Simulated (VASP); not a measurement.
Here is a VASP 6.6.1 calculation.

INCAR

```
ALGO = Normal ; EDIFF = 1E-6
ENCUT = 500 ; GGA = PS
GGA_COMPAT = F ; ISIF = 2
ISMEAR = 0 ; LASPH = T
LCHARG = F ; LREAL = F
LWAVE = F ; NBANDS = 16
NELM = 120 ; PREC = Accurate
SIGMA = 0.01
```

Contents of KPOINTS:

```
k-points
0
Gamma
  6 6 6
```

Contents of POSCAR:

```
GaSb
1.0
    0.0000000000      2.9751492194      2.9751492194
    2.9751492194      0.0000000000      2.9751492194
    2.9751492194      2.9751492194      0.0000000000
Ga Sb
1 1
Direct
    0.0000000000      0.0000000000      0.0000000000
    0.2500000000      0.2500000000      0.2500000000
```

Potentials or basis: VASP PAW PBE potentials, release 64 (Ga_d, Sb).

The run is started by

```console
$ cat potpaw_PBE.64/Ga_d/POTCAR potpaw_PBE.64/Sb/POTCAR > POTCAR
$ mpirun -np 1 vasp_std > vasp.out
```

(1) Estimate the band gap on the k mesh.

(2) Predict the pressure.

Results:

(1) 0.53 eV, indirect (least direct gap 0.60 eV).

(2) 5.1 GPa.

Caveat: the PAW data sets were made with another functional, which shifts forces and pressure a little; spin-orbit coupling is left out, which moves the levels of the heavy elements.
